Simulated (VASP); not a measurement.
Here is a VASP 6.6.1 calculation.

INCAR

```
SYSTEM = Cu
PREC = Accurate
ENCUT = 520
EDIFF = 1E-6
ISMEAR = -1
SIGMA = 0.1
LREAL = .False.
LASPH = .True.
NELM = 60
ALGO = Normal
ISIF = 2
LWAVE = .False.
LCHARG = .True.
GGA = PE
LELF = .True.
LVHAR = .True.
NBANDS = 30
```

The input KPOINTS:

```
Automatic mesh
0
Gamma
  15 15 1
  0 0 0
```

POSCAR

```
Cu
1.0
    2.5665139637      0.0000000000      0.0000000000
   -1.2832569818      2.2226662917      0.0000000000
    0.0000000000      0.0000000000     22.2866000000
Cu
4
Direct
    0.0000000000      0.0000000000      0.3602342432
    0.3333333333      0.6666666667      0.4531632598
    0.6666666667      0.3333333333      0.5468367274
    0.0000000000      0.0000000000      0.6397657690
```

Potentials or basis: VASP PAW PBE potentials, release 64 (Cu).

Run with:

```bash
$ cat potpaw_PBE.64/Cu/POTCAR > POTCAR
$ mpirun -np 1 vasp_std > vasp.out
```

(1) Predict the largest force.

(2) Estimate the band gap on the k mesh.

Results:

(1) 0.021 eV/Å.

(2) zero (bands 22 and 23 overlap by 5.21 eV).
